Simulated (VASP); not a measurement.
Crystal: Hg.

```
CELL_PARAMETERS angstrom
6.32644 0.00000 0.00000
0.00000 6.87635 0.00000
-2.83775 0.00000 6.25580
ATOMIC_POSITIONS crystal
Hg 0.00000 0.00000 0.00000
Hg 0.00000 0.50000 0.50000
Hg 0.42500 0.36000 0.26500
Hg 0.57500 0.86000 0.23500
Hg 0.57500 0.64000 0.73500
Hg 0.42500 0.14000 0.76500
```

| Quantity | Value |
| --- | --- |
| Program | VASP 6.6.1 |
| Task | relaxation of cell and atoms |
| Functional | PBE |
| Potentials or basis | VASP PAW PBE potentials, release 64 (Hg) |
| Cutoff | 600 eV |
| k mesh | 5 × 4 × 4 |
| Occupations | gaussian, width 0.2605 eV |
| Spin | no spin polarisation |

At the start: pressure -0.5 GPa; volume 45.36 Å³/atom.

**Question.** Where does the relaxation end?

**Answer.** Over 16 steps the energy falls by 17.5 meV/atom and the volume is 37.66 Å³/atom (-17.0 %); space group P2_1/c (No. 14, to 0.05 Å).

Step by step:
```csv
step,energy change (eV),largest force (eV/Å),pressure (GPa),volume (Å³)
1,0.0000,0.0376,-0.46,272.14
2,-0.0150,0.0386,-0.43,267.10
3,-0.0547,0.0435,-0.34,252.33
4,-0.0906,0.0675,0.09,224.40
5,-0.0908,0.0635,0.02,227.33
6,-0.0909,0.0647,0.04,226.41
7,-0.0949,0.0558,0.04,226.01
8,-0.1002,0.0320,0.05,224.75
9,-0.1019,0.0241,-0.02,226.33
10,-0.1024,0.0198,-0.04,227.28
11,-0.1028,0.0130,-0.09,229.18
12,-0.1037,0.0101,-0.04,228.36
13,-0.1044,0.0093,-0.04,227.33
14,-0.1039,0.0182,0.01,225.27
15,-0.1045,0.0109,-0.02,226.68
16,-0.1048,0.0091,0.00,225.97
```

Final structure:
```cif
data_structure
_symmetry_space_group_name_H-M 'P 1'
_symmetry_Int_Tables_number 1
_cell_length_a 6.0228
_cell_length_b 6.5566
_cell_length_c 6.2267
_cell_angle_alpha 90.000
_cell_angle_beta 113.218
_cell_angle_gamma 90.000
_cell_volume 225.97
loop_
_atom_site_label
_atom_site_type_symbol
_atom_site_fract_x
_atom_site_fract_y
_atom_site_fract_z
_atom_site_occupancy
Hg1 Hg 0.00000 0.00000 0.00000 1
Hg2 Hg 0.00000 0.50000 0.50000 1
Hg3 Hg 0.41108 0.35122 0.26016 1
Hg4 Hg 0.58892 0.85122 0.23984 1
Hg5 Hg 0.58892 0.64878 0.73984 1
Hg6 Hg 0.41108 0.14878 0.76016 1
```

Caveat: the volume moved by over 15 % at a fixed basis, so the end points are rough; the volume moved by -17 % from the deposited cell, more than functionals usually miss.
